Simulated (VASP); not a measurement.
Input of a VASP 6.6.1 run:

Contents of POSCAR:

```
FeRuSO
1.0
    3.8340656000      0.0000000000      0.0000000000
    0.0000000000      3.8340656000      0.0000000000
    0.0000000000      0.0000000000      8.6725167200
Ru S Fe O
2 2 2 2
Direct
    0.7500000000      0.2500000000      0.5000000000
    0.2500000000      0.7500000000      0.5000000000
    0.2500000000      0.2500000000      0.3442000000
    0.7500000000      0.7500000000      0.6558000000
    0.2500000000      0.7500000000      0.0000000000
    0.7500000000      0.2500000000      0.0000000000
    0.2500000000      0.2500000000      0.9256000000
    0.7500000000      0.7500000000      0.0744000000
```

The input INCAR.step1:

```
SYSTEM = FeRuSO
PREC = Accurate
ENCUT = 520
EDIFF = 1E-6
ISMEAR = -1
SIGMA = 0.1
LREAL = .False.
LASPH = .True.
NELM = 150
ALGO = Normal
ISIF = 2
LWAVE = .False.
LCHARG = .True.
ISPIN = 2
MAGMOM = 2 2 0 0 4 -4 0 0
LMAXMIX = 4
LDAU = .True.
LDAUTYPE = 2
LDAUL = 2 -1 2 -1
LDAUU = 3.06 0 2.77 0
LDAUJ = 0 0 0 0
LDAUPRINT = 1
GGA = PE
NBANDS = 48
```

File KPOINTS.step1:

```
regular mesh
0
Gamma
  6 6 3
  0 0 0
```

The input INCAR.step2:

```
SYSTEM = FeRuSO
PREC = Accurate
ENCUT = 520
EDIFF = 1E-6
ISMEAR = -5
SIGMA = 0.1
LREAL = .False.
LASPH = .True.
NELM = 150
ALGO = Normal
ISIF = 2
LWAVE = .False.
LCHARG = .False.
ISPIN = 2
MAGMOM = 2 2 0 0 4 -4 0 0
LORBIT = 11
LMAXMIX = 4
LDAU = .True.
LDAUTYPE = 2
LDAUL = 2 -1 2 -1
LDAUU = 3.06 0 2.77 0
LDAUJ = 0 0 0 0
LDAUPRINT = 1
GGA = PE
NBANDS = 48
NEDOS = 2001
ICHARG = 11
```

The input KPOINTS.step2:

```
regular mesh
0
Gamma
  9 9 5
  0 0 0
```

Potentials or basis: VASP PAW PBE potentials, release 64 (Ru_pv, S, Fe, O).

The run is started by

```console
$ cat potpaw_PBE.64/Ru_pv/POTCAR potpaw_PBE.64/S/POTCAR potpaw_PBE.64/Fe/POTCAR potpaw_PBE.64/O/POTCAR > POTCAR
$ cp INCAR.step1 INCAR
$ cp KPOINTS.step1 KPOINTS
$ mpirun -np 1 vasp_std > vasp.out
$ cp INCAR.step2 INCAR
$ cp KPOINTS.step2 KPOINTS
$ mpirun -np 1 vasp_std > vasp.out
```

**Question.** Predict the net moment.

**Answer.** 0.00 μB per cell.

**Question.** Estimate the site moments.

**Answer.** Ru +0.00, -0.00; S +0.00; Fe +3.60, -3.60; O -0.00 μB.

Eigenvalues of the final occupation matrices:
```csv
site,spin,trace,eigenvalues
site 1 d,1,3.13,0.58 0.59 0.59 0.65 0.72
site 1 d,2,3.13,0.58 0.59 0.59 0.65 0.72
site 2 d,1,3.13,0.58 0.59 0.59 0.65 0.72
site 2 d,2,3.13,0.58 0.59 0.59 0.65 0.72
site 5 d,1,4.84,0.95 0.95 0.96 0.96 1.01
site 5 d,2,1.30,0.06 0.06 0.08 0.20 0.90
site 6 d,1,1.30,0.06 0.06 0.08 0.20 0.90
site 6 d,2,4.84,0.95 0.95 0.96 0.96 1.01
```

 The state reached can hang on the start; a lower one may exist.
